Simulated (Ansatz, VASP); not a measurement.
# TiC in VASP and in Ansatz

```
CELL_PARAMETERS angstrom
0.00000 2.16572 2.16572
2.16572 0.00000 2.16572
2.16572 2.16572 0.00000
ATOMIC_POSITIONS crystal
Ti 0.00000 0.00000 0.00000
C 0.50000 0.50000 0.50000
```

Alike in both runs: functional PBE-based screened hybrid with a share of 0.25 of exact exchange and HFSCREEN = 0.3; k mesh 6 × 6 × 6; occupations fermi-dirac, width 0.05 eV; no spin polarisation.

|  | VASP | Ansatz |
| --- | --- | --- |
| version | VASP 6.6.1 | Ansatz 0.2.0 |
| potentials or method | VASP PAW PBE potentials, release 64 (Ti_sv, C) | Ansatz PAW |
| plane-wave cutoff (eV) | 520 | 420 |
| valence electrons in the cell | 16 | 16 |
| task | single point | band structure |

|  | VASP | Ansatz | Ansatz less VASP |
| --- | --- | --- | --- |
| gap on the k mesh at the Fermi level (eV) | none | none | - |
| pressure (GPa) | -4.3 | -4.3 | 0.00 |

VASP's potentials were made for PBE, not for PBE-based screened hybrid. A gap of «none» marks a metal or a gap that the smearing closes. The functional is the same, so the differences come from potentials, cutoffs and numerics.

The k mesh is coarse, so the values compare programs but aren't converged.
